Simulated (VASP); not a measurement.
Wanted: the native input for a VASP 6.6.1 run.

```yaml
Task: single point
Functional: PBE
Potentials_or_basis: VASP PAW PBE potentials, release 64 (Bi_d, Te, O)
Cutoff: 520 eV
k_mesh: 6 × 6 × 2
Occupations: gaussian, width 0.1 eV
Spin: no spin polarisation
Dipole_correction: no
Further_INCAR_settings: ALGO = Normal; EDIFF = 1e-07; NBANDS = 32
```

The structure of Bi2Te2O lies in POSCAR:

```
Bi2Te2O
1.0
    5.4394885478      0.0000000000      0.0000000000
   -2.7197442739      4.7107352660      0.0000000000
    0.0000000000      0.0000000000      7.4778782686
Bi Te O
2 2 1
Direct
    0.0000000000      0.0000000000      0.2174873248
    0.0000000000      0.0000000000      0.7825126752
    0.3333333333      0.6666666667      0.0000000000
    0.6666666667      0.3333333333      0.0000000000
    0.0000000000      0.0000000000      0.5000000000
```

The cell was built from a structure type or drawn by symmetry, and may not be a known phase.

The input as run:

INCAR

```
SYSTEM = Bi2Te2O
ALGO = Normal ; EDIFF = 1E-7
ENCUT = 520 ; GGA = PE
ISIF = 2 ; ISMEAR = 0
LASPH = .True. ; LCHARG = .False.
LREAL = .False. ; LWAVE = .False.
NBANDS = 32 ; NELM = 100
PREC = Accurate ; SIGMA = 0.1
```

KPOINTS

```
k-points
0
Gamma
  6 6 2
  0 0 0
```

Potentials or basis: VASP PAW PBE potentials, release 64 (Bi_d, Te, O).

Command:

```sh
$ cat potpaw_PBE.64/Bi_d/POTCAR potpaw_PBE.64/Te/POTCAR potpaw_PBE.64/O/POTCAR > POTCAR
$ mpirun -np 1 vasp_std > vasp.out
```

It gave:

```json
{
  "Pressure": "0.0 GPa",
  "Largest force": "0.040 eV/Å",
  "Band gap on the k mesh": "zero (bands 24 and 25 overlap by 1.53 eV)"
}
```

Caveat: the k points lie up to 0.42 Å⁻¹ apart, too coarse for converged energies and pressures of a metal; spin-orbit coupling is left out, which moves the levels of the heavy elements.

It took 76 s on 1 thread of Intel(R) Xeon(R) 6975P-C (Granite Rapids) (shared host), peak memory 0.32 GiB.
